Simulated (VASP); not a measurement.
Crystal: AlN.

```
Al N
1.0
     0.00000    2.16934    2.16934
     2.16934    0.00000    2.16934
     2.16934    2.16934    0.00000
Al N
1 1
Direct
  0.00000 0.00000 0.00000
  0.25000 0.25000 0.25000
```

Base run:

| Property | Result |
| --- | --- |
| Program | VASP 6.6.1 |
| Functional | SVWN5 |
| Potentials or basis | VASP PAW PBE potentials, release 64 (Al, N) |
| Cutoff | 520 eV |
| k mesh | 10 × 10 × 10 |
| Occupations | fermi-dirac, width 0.05 eV |
| Spin | no spin polarisation |

Its results: band gap on the k mesh 3.24 eV, indirect (least direct gap 4.41 eV); pressure 1.3 GPa.

Q: The run is repeated on the same cell with these changes: functional from SVWN5 to PBE. What comes out?

A: Band gap on the k mesh 3.33 eV, indirect (least direct gap 4.38 eV); pressure 9.0 GPa.

PBE binds less tightly than SVWN5, so the same cell stands under more pressure.

Caveats: the PAW data sets were made with another functional, which shifts forces and pressure a little (some runs).

A k mesh can miss the band edges.
